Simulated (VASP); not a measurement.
The system is Sn3Te.

```xyz
4
Lattice="-3.2200 3.2200 3.2200 3.2200 -3.2200 3.2200 3.2200 3.2200 -3.2200" Properties=species:S:1:pos:R:3 pbc="T T T"
Sn    3.2200    0.0000    0.0000
Sn    0.0000    3.2200    0.0000
Sn    0.0000    0.0000    3.2200
Te    0.0000    0.0000    0.0000
```

```yaml
Program: VASP 6.6.1
Task: relaxation of cell and atoms
Functional: PBE
Potentials_or_basis: VASP PAW PBE potentials, release 64 (Sn_d, Te)
Cutoff: 600 eV
k_mesh: 4 × 4 × 4
Occupations: gaussian, width 0.1 eV
Spin: no spin polarisation
```

At the start: pressure -3.0 GPa; volume 33.38 Å³/atom.

Problem. How do energy, volume and symmetry change on relaxing?

Solution. Over 3 steps the energy falls by 27.4 meV/atom and the volume is 30.68 Å³/atom (-8.1 %); space group Im-3m (No. 229, to 0.05 Å).

The path:
```tsv
step	energy change (eV)	largest force (eV/Å)	pressure (GPa)	volume (Å³)
1	0.0000	0.0000	-3.00	133.54
2	-0.1085	0.0000	0.34	121.80
3	-0.1095	0.0000	0.02	122.72
```

Final structure:
```xyz
4
Lattice="-3.1306 3.1306 3.1306 3.1306 -3.1306 3.1306 3.1306 3.1306 -3.1306" Properties=species:S:1:pos:R:3 pbc="T T T"
Sn    3.1306    0.0000    0.0000
Sn    0.0000    3.1306    0.0000
Sn    0.0000    0.0000    3.1306
Te    0.0000    0.0000    0.0000
```
